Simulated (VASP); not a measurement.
Write the native input for VASP 6.6.1 that does the following.

* Task: single point
* Functional: PBE
* Potentials or basis: VASP PAW PBE potentials, release 64 (Al, As)
* Cutoff: 500 eV
* k mesh: 8 × 8 × 8
* Occupations: gaussian, width 0.01 eV
* Spin: no spin polarisation
* Dipole correction: no
* Further INCAR settings: ALGO = Normal; EDIFF = 1e-06; NBANDS = 11

The structure of AlAs lies in POSCAR:

```
AlAs
1.0
    0.0000000000      2.8304000000      2.8304000000
    2.8304000000      0.0000000000      2.8304000000
    2.8304000000      2.8304000000      0.0000000000
Al As
1 1
Direct
    0.0000000000      0.0000000000      0.0000000000
    0.2500000000      0.2500000000      0.2500000000
```

These files were run (other wordings do the same):

INCAR

```
PREC = Accurate
ENCUT = 500
EDIFF = 1E-6
ISMEAR = 0
SIGMA = 0.01
LREAL = F
LASPH = T
NELM = 120
ALGO = Normal
ISIF = 2
LWAVE = F
LCHARG = F
GGA = PE
NBANDS = 11
GGA_COMPAT = F
```

KPOINTS

```
Automatic mesh
0
Gamma
  8 8 8
```

Potentials or basis: VASP PAW PBE potentials, release 64 (Al, As).

Run with:

```console
$ cat potpaw_PBE.64/Al/POTCAR potpaw_PBE.64/As/POTCAR > POTCAR
$ mpirun -np 1 vasp_std > vasp.out
```

Results of the run:

```yaml
Pressure: 2.8 GPa
Band_gap_on_the_k_mesh: 1.43 eV, indirect (least direct gap 2.06 eV)
```

Run time: 24 s on 1 thread of Intel Xeon 8259CL, on a shared host, peak memory 0.17 GiB.
